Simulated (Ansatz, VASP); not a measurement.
**Si4Ge in VASP and in Ansatz**

```xyz
5
Lattice="-3.5042 3.5042 1.6259 3.5042 -3.5042 1.6259 3.5042 3.5042 -1.6259" Properties=species:S:1:pos:R:3 pbc="T T T"
Si    0.9765    2.4449    1.6259
Si    2.5277    1.0593    0.0000
Si    2.4449   -0.9765    1.6259
Si    1.0593    4.4807    0.0000
Ge    0.0000    0.0000    0.0000
```

Alike in both runs: functional PBE; k mesh 12 × 12 × 12; occupations gaussian, width 0.1 eV; no spin polarisation.

Ansatz relaxed the structure, and its values are those at the end. VASP's run is a single point on that final structure, the one shown.

|  | VASP | Ansatz |
| --- | --- | --- |
| version | VASP 6.6.1 | Ansatz 0.2.0 |
| potentials or method | VASP PAW PBE potentials, release 64 (Si, Ge_d), cutoff 520 eV | scalar-relativistic, plane waves, PAW |
| valence electrons in the cell | 30 | 30 |

|  | VASP | Ansatz | Ansatz less VASP |
| --- | --- | --- | --- |
| gap on the k mesh at the Fermi level (eV) | none | none | - |
| pressure (GPa) | -0.1 | 0.0 | +0.07 |

A gap of «none» marks a metal or a gap that the smearing closes. The functional is the same, so the differences come from potentials, cutoffs and numerics.
